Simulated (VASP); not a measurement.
# AgCl (Cm) in VASP: single point with PBE

Aim: the single point of AgCl with PBE.

All numbers are computed with VASP 6.6.1; they aren't measurements. Logs are shortened: lines on timing, memory, paths and dates and some standing lists are left out, and cuts for length are marked.

## (1) The cell of the first run

The structure is monoclinic, space group Cm (No. 8). Conventional cell: a = 5.612 Å, b = 5.612 Å, c = 3.968 Å, α = 90.00°, β = 135.00°, γ = 90.00°. Ag (site symmetry m) has 5 Cl at 2.32 to 3.19 Å within 3.2 Å. Within 3.2 Å of Cl (site symmetry m) lie 5 Ag at 2.32 to 3.19 Å.

## (2) Single point, PBE (atoms displaced along several vibrational modes)

Contents of INCAR:

```
SYSTEM = AgCl
  PREC = Accurate
  ENCUT = 520
  EDIFF = 1E-6
  ISMEAR = 0
  SIGMA = 0.05
  LREAL = .False.
  LASPH = .True.
  NELM = 100
  ALGO = Normal
  ISIF = 2
  LWAVE = .False.
  LCHARG = .False.
  GGA = PE
  NBANDS = 16
```

Contents of KPOINTS:

```
Automatic mesh
0
Gamma
  8 8 8
  0 0 0
```

Contents of POSCAR:

```
AgCl
1.0
    0.0000000000      2.8060228508      2.8060228508
    2.8060228508      0.0000000000      2.8060228508
    2.8060228508      2.8060228508      0.0000000000
Ag Cl
1 1
Direct
    0.4925160227      0.5074839773      0.5374198866
    0.0227724446     -0.0227724446     -0.1138622231
```

Potentials or basis: VASP PAW PBE potentials, release 64 (Ag, Cl).

The run is started by

```
cat potpaw_PBE.64/Ag/POTCAR potpaw_PBE.64/Cl/POTCAR > POTCAR
mpirun -np 1 vasp_std > vasp.out
```

OUTCAR:

```text
SYSTEM = AgCl
   PREC = Accurate
   ENCUT = 520
   EDIFF = 1E-6
   ISMEAR = 0
   LREAL = .False.
   LASPH = .True.
   NELM = 100
   ISIF = 2
   GGA = PE

 ion  position               nearest neighbor table
   1  0.493  0.507  0.537-   2 2.32   2 2.52   2 2.87   2 2.87
   2  0.023  0.977  0.886-   1 2.32   1 2.52   1 2.87   1 2.87

  LATTYP: Found a face centered cubic cell.
 ALAT       =     5.6120457016

  Lattice vectors:

 A1 = (   0.0000000000,   2.8060228508,   2.8060228508)
 A2 = (   2.8060228508,   0.0000000000,   2.8060228508)
 A3 = (   2.8060228508,   2.8060228508,   0.0000000000)

Analysis of symmetry for initial positions (statically):
=====================================================================
 Subroutine PRICEL returns:
 Original cell was already a primitive cell.

 Routine SETGRP: Setting up the symmetry group for a
 face centered cubic supercell.

 Subroutine GETGRP returns: Found  2 space group operations
 (whereof  2 operations were pure point group operations)
 out of a pool of 48 trial point group operations.

The static configuration has the point symmetry C_1h.

Analysis of symmetry for dynamics (positions and initial velocities):
=====================================================================
 Subroutine PRICEL returns:
 Original cell was already a primitive cell.

 Routine SETGRP: Setting up the symmetry group for a
 face centered cubic supercell.

 Subroutine GETGRP returns: Found  2 space group operations
 (whereof  2 operations were pure point group operations)
 out of a pool of 48 trial point group operations.

The dynamic configuration has the point symmetry C_1h.

 Subroutine INISYM returns: Found  2 space group operations
 (whereof  2 operations are pure point group operations),
 and found     1 'primitive' translations

----------------------------------------------------------------------------------------

                                     Primitive cell

  volume of cell :      44.1879

  direct lattice vectors                    reciprocal lattice vectors
     0.000000000  2.806022851  2.806022851    -0.178188143  0.178188143  0.178188143
     2.806022851  0.000000000  2.806022851     0.178188143 -0.178188143  0.178188143
     2.806022851  2.806022851  0.000000000     0.178188143  0.178188143 -0.178188143

  length of vectors
     3.968315572  3.968315572  3.968315572     0.308630916  0.308630916  0.308630916

  position of ions in fractional coordinates (direct lattice)
     0.492516023  0.507483977  0.537419887
     0.022772445  0.977227555  0.886137777

  ion indices of the primitive-cell ions
   primitive index   ion index
                 1           1
                 2           2

----------------------------------------------------------------------------------------

 KPOINTS: Automatic mesh

Automatic generation of k-mesh.
 Grid dimensions read from file:
 generate k-points for:    8    8    8

 Generating k-lattice:

  Cartesian coordinates                     Fractional coordinates (reciprocal lattice)
    -0.022273518  0.022273518  0.022273518     0.125000000  0.000000000  0.000000000
     0.022273518 -0.022273518  0.022273518     0.000000000  0.125000000  0.000000000
     0.022273518  0.022273518 -0.022273518     0.000000000  0.000000000  0.125000000

  Length of vectors
     0.038578865  0.038578865  0.038578865

  Shift w.r.t. Gamma in fractional coordinates (k-lattice)
     0.000000000  0.000000000  0.000000000

 Subroutine IBZKPT returns following result:
 ===========================================

 Found    150 irreducible k-points:

 Following reciprocal coordinates:
            Coordinates               Weight
  0.000000  0.000000  0.000000      1.000000
  0.125000  0.000000  0.000000      4.000000
  0.000000  0.000000  0.125000      4.000000
  0.250000  0.000000  0.000000      4.000000
  0.000000  0.000000  0.250000      4.000000
  0.375000  0.000000  0.000000      4.000000
[... 16 lines left out ...]
  0.000000  0.125000  0.375000      4.000000
 -0.125000  0.250000 -0.125000      4.000000
 [... further k-points ...]
   k-points           NKPTS =    150   k-points in BZ     NKDIM =    150   number of bands    NBANDS=     16
   number of dos      NEDOS =    301   number of ions     NIONS =      2
   total plane-waves  NPLWV =  27000
   dimension x,y,z NGX =    30 NGY =   30 NGZ =   30
   dimension x,y,z NGXF=    60 NGYF=   60 NGZF=   60
   ions per type =               1   1
   NGX,Y,Z   is equivalent  to a cutoff of  12.57, 12.57, 12.57 a.u.
   NGXF,Y,Z  is equivalent  to a cutoff of  25.14, 25.14, 25.14 a.u.
 SYSTEM =  AgCl
   PREC   = accura    normal or accurate (medium, high low for compatibility)
   ISTART =      0    job   : 0-new  1-cont  2-samecut
   ICHARG =      2    charge: 1-file 2-atom 10-const
   ISPIN  =      1    spin polarized calculation?
   LNONCOLLINEAR =      F non collinear calculations
   LSORBIT =      F    spin-orbit coupling
   LASPH  =      T    aspherical Exc in radial PAW
   ENCUT  =  520.0 eV  38.22 Ry    6.18 a.u.   7.38  7.38  7.38*2*pi/ulx,y,z
   NELM   =    100;   NELMIN=  2; NELMDL= -5     # of ELM steps
   EDIFF  = 0.1E-05   stopping-criterion for ELM
   LREAL  =      F    real-space projection
   EDIFFG = 0.1E-04   stopping-criterion for IOM
   NSW    =      0    number of steps for IOM
   IBRION =     -1    ionic relax: 0-MD 1-quasi-New 2-CG
   NFREE  =      0    steps in history (QN), initial steepest desc. (CG)
   ISIF   =      2    stress and relaxation
   ISYM   =      2    0-nonsym 1-usesym 2-fastsym
   POTIM  = 0.5000    time-step for ionic-motion
   TEBEG  =    0.0;   TEEND  =   0.0 temperature during run
   PSTRESS=    0.0 pullay stress
   NELECT =      18.0000    total number of electrons
   NUPDOWN=      -1.0000    fix difference up-down
   EMIN   =  10.00;   EMAX   =-10.00  energy-range for DOS
   EFERMI =   0.00;   METHOD = LEGACY
   ISMEAR =     0;   SIGMA  =   0.05  broadening in eV -4-tet -1-fermi 0-gaus
   EFERMI_NEDOS =   21; number of points for ismear=-14 and -15
   IALGO  =     38    algorithm
   IMIX   =      4    mixing-type and parameters
     AMIX     =   0.40;   BMIX     =  1.00
     AMIX_MAG =   1.60;   BMIX_MAG =  1.00
  volume/ion in A,a.u.               =      22.09       149.10
  Fermi-wavevector in a.u.,A,eV,Ry     =   1.213569  2.293313 20.037975  1.472750
  Thomas-Fermi vector in A             =   2.349017
   LORBIT       =      0    0 simple, 1 ext, 2 COOP (PROOUT), +10 PAW based schemes
   GGA     = PE    functional components
   LHFCALC =     F    Hartree Fock is set to
   AEXX    =    0.0000 exact exchange contribution
   IVDW    =     0    specifies the selected vdW correction
   LEPSILON=     F    determine dielectric tensor
   LRPA    =     F    only Hartree local field effects (RPA)
 non-spin polarized calculation
 Gauss-broadening in eV      SIGMA  =   0.05
  energy-cutoff  :      520.00
  volume of cell :       44.19
 maximum number of plane-waves:      1243
 NGX is ok and might be reduce to    30
   NGX = 15   NGY = 15   NGZ = 15

 number of electron      18.0000002 magnetization

 Free energy of the ion-electron system (eV)
  ---------------------------------------------------
  ext. energy  EPLUGINS =         0.00000000
  ---------------------------------------------------
  free energy    TOTEN  =        -5.15688769 eV

  energy without entropy =       -5.15688769  energy(sigma->0) =       -5.15688769

 E-fermi :   3.8392     XC(G=0):  -9.7155

 val. band max:        3.6363121573   @ k =   0.0000   0.0000   0.5000
 cond. band min:       4.5601589962   @ k =   0.0000   0.0000   0.0000
 fundamental gap:      0.9238468390
 Fermi energy:         3.8392106980

 k-point     1 :       0.0000    0.0000    0.0000
  band No.  band energies     occupation
      1     -11.7550      2.00000
      2      -0.8903      2.00000
      3      -0.3591      2.00000
      4       0.0611      2.00000
      5       0.9437      2.00000
      6       1.0371      2.00000
[... 8 lines left out ...]
     15      16.1098      0.00000
     16      16.4541      0.00000

 k-point     2 :       0.1250    0.0000    0.0000
  band No.  band energies     occupation
      1     -11.7043      2.00000
      2      -1.0152      2.00000
      3      -0.3560      2.00000
      4      -0.0005      2.00000
      5       0.9451      2.00000
      6       1.0096      2.00000
[... 8 lines left out ...]
     15      15.7351      0.00000
     16      16.7086      0.00000

 k-point     3 :       0.0000    0.0000    0.1250
  band No.  band energies     occupation
      1     -11.7066      2.00000
      2      -0.9780      2.00000
      3      -0.5283      2.00000
      4      -0.0072      2.00000
      5       0.9683      2.00000
      6       1.0542      2.00000
[... 8 lines left out ...]
     15      15.6562      0.00000
     16      16.4106      0.00000

 k-point     4 :       0.2500    0.0000    0.0000
  band No.  band energies     occupation
      1     -11.5780      2.00000
      2      -1.3320      2.00000
      3      -0.4550      2.00000
      4      -0.0928      2.00000
      5       0.8903      2.00000
      6       1.0603      2.00000
[... 8 lines left out ...]
     15      15.7199      0.00000
     16      16.3795      0.00000

 k-point     5 :       0.0000    0.0000    0.2500
  band No.  band energies     occupation
      1     -11.5860      2.00000
      2      -1.2075      2.00000
      3      -0.9019      2.00000
      4      -0.2345      2.00000
      5       1.0493      2.00000
      6       1.1276      2.00000
[... 8 lines left out ...]
     15      15.6974      0.00000
     16      16.2203      0.00000

 k-point     6 :       0.3750    0.0000    0.0000
  band No.  band energies     occupation
      1     -11.4459      2.00000
      2      -1.6674      2.00000
      3      -0.6258      2.00000
      4      -0.2128      2.00000
      5       0.9559      2.00000
      6       1.1786      2.00000
[... 8 lines left out ...]
     15      16.6622      0.00000
     16      16.8572      0.00000

 k-point     7 :       0.0000    0.0000    0.3750
  band No.  band energies     occupation
      1     -11.4598      2.00000
      2      -1.5205      2.00000
      3      -1.1784      2.00000
      4      -0.4771      2.00000
      5       1.1591      2.00000
      6       1.2371      2.00000
[... 8 lines left out ...]
     15      16.5299      0.00000
     16      16.9712      0.00000

 k-point     8 :       0.5000    0.0000    0.0000
  band No.  band energies     occupation
      1     -11.3893      2.00000
      2      -1.8106      2.00000
      3      -0.6989      2.00000
      4      -0.2836      2.00000
      5       1.0603      2.00000
      6       1.2389      2.00000
[... 8 lines left out ...]
     15      17.3189      0.00000
     16      17.8717      0.00000

 k-point     9 :       0.0000    0.0000    0.5000
  band No.  band energies     occupation
      1     -11.4058      2.00000
      2      -1.6758      2.00000
      3      -1.2628      2.00000
      4      -0.5718      2.00000
      5       1.2112      2.00000
      6       1.2915      2.00000
[... 8 lines left out ...]
     15      17.1937      0.00000
     16      17.8625      0.00000
[... 172 lines left out ...]
 k-point    19 :       0.3750    0.1250    0.0000
  band No.  band energies     occupation
      1     -11.4703      2.00000
      2      -1.4774      2.00000
      3      -0.6674      2.00000
      4      -0.2252      2.00000
      5       0.8828      2.00000
      6       1.1895      2.00000
[... 8 lines left out ...]
     15      17.0006      0.00000
     16      17.2262      0.00000

 k-point    20 :       0.0000    0.3750    0.1250
  band No.  band energies     occupation
      1     -11.4626      2.00000
      2      -1.5659      2.00000
      3      -0.5361      2.00000
      4      -0.0993      2.00000
      5       0.9990      2.00000
      6       1.1149      2.00000
[... 8 lines left out ...]
     15      16.9593      0.00000
     16      17.4795      0.00000

 k-point    21 :       0.1250    0.0000    0.3750
  band No.  band energies     occupation
      1     -11.4757      2.00000
      2      -1.3108      2.00000
      3      -1.1764      2.00000
      4      -0.3528      2.00000
      5       1.0551      2.00000
      6       1.2460      2.00000
[... 8 lines left out ...]
     15      17.0793      0.00000
     16      17.3421      0.00000

 k-point    22 :       0.1250    0.1250   -0.2500
  band No.  band energies     occupation
      1     -11.4785      2.00000
      2      -1.2894      2.00000
      3      -1.0443      2.00000
      4      -0.5349      2.00000
      5       1.1536      2.00000
      6       1.1946      2.00000
[... 8 lines left out ...]
     15      17.0019      0.00000
     16      17.1403      0.00000

 k-point    23 :       0.0000    0.1250    0.3750
  band No.  band energies     occupation
      1     -11.4738      2.00000
      2      -1.5388      2.00000
      3      -0.9367      2.00000
      4      -0.3059      2.00000
      5       1.0581      2.00000
      6       1.2438      2.00000
[... 8 lines left out ...]
     15      17.1390      0.00000
     16      17.4304      0.00000

 k-point    24 :      -0.1250    0.2500   -0.1250
  band No.  band energies     occupation
      1     -11.4645      2.00000
      2      -1.4890      2.00000
      3      -0.5496      2.00000
      4      -0.2299      2.00000
      5       0.9633      2.00000
      6       1.1018      2.00000
[... 8 lines left out ...]
     15      16.7619      0.00000
     16      17.4892      0.00000

 [... further k-points ...]

------------------------ aborting loop because EDIFF is reached ----------------------------------------

  FORCE on cell =-STRESS in cart. coord.  units (eV):
  Direction    XX          YY          ZZ          XY          YZ          ZX
  --------------------------------------------------------------------------------------
  -------------------------------------------------------------------------------------
  Total        3.4466511      1.1736285      0.1552239     -0.9450871      0.0000000      0.0000000
  in kB      124.9695770     42.5537293      5.6281483    -34.2672138      0.0000000      0.0000000
  external PRESSURE =      57.7171515 kB  Pullay stress =       0.0000000 kB

 VOLUME and BASIS-vectors are now :
 -----------------------------------------------------------------------------
  energy-cutoff  :      520.00
  volume of cell :       44.19
      direct lattice vectors                 reciprocal lattice vectors
     0.000000000  2.806022851  2.806022851    -0.178188143  0.178188143  0.178188143
     2.806022851  0.000000000  2.806022851     0.178188143 -0.178188143  0.178188143
     2.806022851  2.806022851  0.000000000     0.178188143  0.178188143 -0.178188143

 POSITION                                       TOTAL-FORCE (eV/Angst)
 -----------------------------------------------------------------------------------
      2.93202      2.89002      2.80602        -1.232972     -0.113645      0.000000
      5.22865      2.55042      2.80602         1.232972      0.113645      0.000000
 -----------------------------------------------------------------------------------
    total drift:                               -0.000394     -0.000105      0.000000

  FREE ENERGIE OF THE ION-ELECTRON SYSTEM (eV)
  ---------------------------------------------------
  free  energy   TOTEN  =        -5.1568876906 eV

  energy  without entropy=       -5.1568876906  energy(sigma->0) =       -5.15688769
```

Run time: 46 s. Hardware: 1 thread of Intel Xeon 6975P-C (Granite Rapids), shared host; peak memory 0.24 GiB.

Results:

```
Free energy            : -5.1569 eV
Pressure               : 5.8 GPa
Largest force          : 1.238 eV/Å
Band gap on the k mesh : 0.92 eV (least direct gap 1.61 eV)
```

Forces on the atoms (eV/Å):
```
Ag  -1.233 -0.114  0.000
Cl   1.233  0.114  0.000
```

Stress tensor (GPa, compression positive):
```
12.50 -3.43  0.00
-3.43  4.26  0.00
 0.00  0.00  0.56
```

Levels at points of the mesh, in eV from the valence-band top:
| k point | band 6 | band 7 | band 8 | band 9 | band 10 | band 11 | band 12 | band 13 |
| --- | --- | --- | --- | --- | --- | --- | --- | --- |
| (0.00, 0.00, 0.00) | -2.60 | -1.35 | -0.98 | -0.69 | 0.92 | 9.20 | 9.61 | 10.61 |
| (0.50, 0.00, 0.00) | -2.40 | -2.05 | -1.11 | -0.52 | 4.55 | 5.99 | 8.05 | 8.77 |
| (0.00, 0.00, 0.50) | -2.34 | -1.93 | -0.50 | 0.00 | 4.25 | 6.02 | 7.73 | 8.06 |
| (0.50, 0.50, 0.00) | -2.21 | -2.16 | -1.56 | -1.26 | 2.55 | 6.77 | 8.28 | 11.58 |
| (0.00, 0.50, 0.50) | -2.35 | -2.29 | -2.10 | -1.94 | 2.52 | 7.34 | 8.87 | 11.56 |
| (0.50, 0.00, 0.50) | -2.23 | -2.21 | -1.77 | -1.59 | 2.49 | 6.94 | 8.48 | 11.88 |

Caveat: the cell differs from its parent crystal (atoms displaced along several vibrational modes); the stress differs along the axes, from 1 to 12 GPa; forces of over 1 eV/Å act on the atoms, so gaps and moduli don't describe the material at rest. A k mesh can miss the band edges.
